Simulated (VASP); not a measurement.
N2: single point with PBEsol

The system is N2, in a box.

```
CELL_PARAMETERS angstrom
10.00000 0.00000 0.00000
0.00000 10.50000 0.00000
0.00000 0.00000 11.00000
ATOMIC_POSITIONS crystal
N 0.50000 0.50000 0.45001
N 0.50000 0.50000 0.54999
```

```json
{
  "Program": "VASP 6.6.1",
  "Task": "single point",
  "Functional": "PBEsol",
  "Potentials or basis": "VASP PAW PBE potentials, release 64 (N)",
  "Cutoff": "520 eV",
  "k mesh": "1 × 1 × 1",
  "Occupations": "gaussian, width 0.01 eV",
  "Spin": "no spin polarisation"
}
```

- Largest force: 1.898 eV/Å
- Gap between the frontier levels: 8.19 eV

Forces on the atoms (eV/Å):
```
N    0.000  0.000 -1.898
N    0.000  0.000  1.898
```

Levels at points of the mesh, in eV from the valence-band top:
```
           k point  band 1  band 2  band 3  band 4  band 5  band 6  band 7  band 8  band 9  band 10
(0.00, 0.00, 0.00)  -18.19   -3.20   -1.51   -1.51    0.00    8.19    8.19    9.89   11.05    11.11
```

Run time: 62 s on 1 thread of Intel(R) Xeon(R) Platinum 8488C (Sapphire Rapids), on a shared host, peak memory 0.83 GiB.

Caveat: the standard files for N, O and F lose accuracy on very short bonds; the PAW data sets were made with another functional, which shifts forces and pressure a little.
